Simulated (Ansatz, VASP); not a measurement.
## One calculation of Pb, two programs

INCAR

```
PREC = Accurate
ENCUT = 520
EDIFF = 1E-6
ISMEAR = -1
SIGMA = 0.05
LREAL = False
LASPH = True
NELM = 100
ALGO = Normal
ISIF = 2
LWAVE = False
LCHARG = False
GGA = PS
NBANDS = 13
```

File KPOINTS:

```
Automatic mesh
0
Gamma
  13 13 13
```

POSCAR

```
Pb
1.0
    3.0483390761      0.0000000000      0.0000000000
    0.0000000000      3.0483390761      0.0000000000
    0.0000000000      0.0000000000      3.0483390761
Pb
1
Direct
    0.0000000000      0.0000000000      0.0000000000
```

Input for Ansatz:

```yaml
crystal:
  lattice:
    - [3.0483390761, 0.0, 0.0]
    - [0.0, 3.0483390761, 0.0]
    - [0.0, 0.0, 3.0483390761]
  atoms:
    - { symbol: Pb, position: [0.0, 0.0, 0.0] }
kpoints:
  mp_grid: { grid: [13, 13, 13] }
scf:
  occupations: { method: fermi_dirac, width: 0.05 }
hamiltonian:
  xc: pbesol
  pseudopotentials: { kind: paw }
output:
  forces: true
  stress: true
  eigenvalues: true
  populations: true
  write_density: true
  write_potential: true
  elf: true
  volumetric_format: npy
```

Change from the starting cell: volume scaled by 0.88, PAW files.

Alike in both runs: task single point; functional PBEsol; k mesh 13 × 13 × 13; occupations fermi-dirac, width 0.05 eV; no spin polarisation.

|  | VASP | Ansatz |
| --- | --- | --- |
| version | VASP 6.6.1 | Ansatz 0.2.0 |
| potentials or method | VASP PAW PBE potentials, release 64 (Pb_d) | PAW with Ansatz's default frozen-core files, scalar-relativistic |
| plane-wave cutoff (eV) | 520 | 420 |
| valence electrons in the cell | 14 | 14 |

```tsv
	VASP	Ansatz	Ansatz less VASP
pressure (GPa)	7.5	7.6	+0.07
```

VASP's potentials were made for PBE, not for PBEsol. The functional is the same, so the differences come from potentials, cutoffs and numerics.

Spin-orbit coupling is off throughout.
